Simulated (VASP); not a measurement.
**Te: relaxation of cell and atoms with PBE**

Te:

```xyz
4
Lattice="3.6896 -2.2004 0.0000 3.6896 2.2004 0.0000 -2.0591 0.0000 9.5479" Properties=species:S:1:pos:R:3 pbc="T T T"
Te    5.5874   -0.8053    0.9519
Te    0.7623   -0.8053    3.8220
Te   -0.2673    0.8053    8.5960
Te    4.5578    0.8053    5.7259
```

```
Program                : VASP 6.6.1
Task                   : relaxation of cell and atoms
Functional             : PBE
Potentials or basis    : VASP PAW PBE potentials, release 64 (Te)
Cutoff                 : 500 eV
k mesh                 : 4 × 4 × 2
Occupations            : gaussian, width 0.1 eV
Spin                   : no spin polarisation
Dipole correction      : no
Further INCAR settings : ALGO = Normal; EDIFF = 1e-07; IBRION = 2; EDIFFG = -0.04; NSW = 90; ISIF = 3
```

```json
{
  "Relaxed cell": "a = 4.058 Å, b = 4.058 Å, c = 14.744 Å, α = 78.86°, β = 78.86°, γ = 89.92°",
  "Space group after relaxing (to 0.1 Å)": "C2/c (No. 15)",
  "Energy gained by relaxing": "3361.4 meV/atom",
  "Ionic steps": "39",
  "Pressure after relaxing": "0.0 GPa",
  "Largest force after relaxing": "0.033 eV/Å",
  "Band gap on the k mesh": "0.86 eV (least direct gap 1.54 eV)"
}
```

Forces in eV/Å, atoms in the order of the input:
```
Te  -0.030  0.000 -0.012
Te   0.030  0.000  0.012
Te   0.030  0.000  0.012
Te  -0.030  0.000 -0.012
```

Stress tensor (GPa, compression positive):
```
-0.03  0.00  0.03
 0.00  0.07  0.00
 0.03  0.00 -0.06
```

The path:
```csv
step,energy change (eV),largest force (eV/Å),pressure (GPa),volume (Å³)
1,0.0000,29.1684,39.40,155.03
2,-9.4019,4.2932,7.22,385.87
3,-9.7790,3.8205,6.97,377.64
4,-10.0871,3.5220,6.59,370.61
5,-11.5695,0.2422,1.83,259.13
6,-11.6304,0.0338,2.55,270.77
7,-11.0977,2.2178,5.57,314.83
8,-11.6099,0.5059,3.56,277.43
9,-12.2350,1.0782,-1.28,339.56
10,-12.2939,0.8084,-0.49,323.01
11,-12.5461,0.3190,-0.26,323.77
12,-12.5773,0.3815,0.01,323.79
13,-12.5780,0.4532,0.08,323.77
14,-12.6255,0.2722,-0.31,325.88
15,-12.6421,0.2761,-0.75,328.05
16,-12.6620,0.2110,-0.74,325.66
17,-12.7050,0.0201,-0.68,318.37
18,-12.7183,0.4676,-0.49,303.18
19,-12.7855,0.6906,-0.31,293.92
20,-12.9497,0.8391,0.40,266.74
21,-12.6698,1.4641,4.77,215.06
22,-12.9586,1.0651,0.90,259.04
23,-12.9531,1.2507,1.78,242.67
24,-12.9632,1.1689,1.39,249.15
25,-12.9915,1.0969,1.33,246.73
26,-13.0671,0.9355,1.28,239.40
27,-13.0826,0.8066,2.00,224.57
28,-13.1115,0.8372,1.48,231.79
29,-13.1125,0.8232,1.56,230.25
30,-13.1604,0.6870,0.99,233.21
31,-13.2085,0.3616,-0.45,242.24
32,-13.2096,0.3964,-0.29,241.09
33,-13.2215,0.4091,-0.28,240.84
34,-13.2604,0.4841,-0.29,240.11
35,-13.3507,0.4880,-0.29,238.61
36,-13.4429,0.0618,-0.20,235.49
37,-13.4441,0.0524,0.19,232.53
38,-13.4449,0.0458,0.03,233.68
39,-13.4457,0.0328,-0.01,233.54
```

Final structure:
```
CELL_PARAMETERS angstrom
2.80023 -2.86727 0.63451
2.80023 2.86727 0.63451
0.79105 0.00000 14.72265
ATOMIC_POSITIONS crystal
Te 0.90197 0.64768 0.21693
Te 0.35232 0.09803 0.28307
Te 0.09803 0.35232 0.78307
Te 0.64768 0.90197 0.71693
```

Levels at points of the mesh, in eV from the valence-band top:
```csv
k point,band 8,band 9,band 10,band 11,band 12,band 13,band 14,band 15,band 16
"(0.00, 0.00, 0.00)",-3.04,-2.32,-2.24,-0.27,-0.08,2.95,2.95,2.96,2.96
"(0.50, 0.00, 0.00)",-2.71,-0.84,-0.84,-0.74,-0.74,0.86,0.89,0.89,0.93
"(0.50, 0.50, 0.00)",-5.37,-1.03,-1.02,-1.01,-1.01,2.00,2.03,2.03,2.04
"(0.00, 0.00, 0.50)",-3.04,-2.28,-2.28,-0.17,-0.17,2.95,2.95,2.96,2.96
"(0.50, 0.00, 0.50)",-2.69,-0.84,-0.84,-0.74,-0.74,0.86,0.88,0.92,0.92
"(0.50, 0.50, 0.50)",-5.38,-1.03,-1.03,-1.01,-1.01,2.02,2.02,2.03,2.03
```

Wall time 28 min on 1 thread of Intel Xeon 8259CL, on a shared host, peak memory 0.27 GiB.

Caveat: the volume moved by over 15 % at a fixed basis, so the end points are rough; spin-orbit coupling is left out, which moves the levels of the heavy elements. A k mesh can miss the band edges.
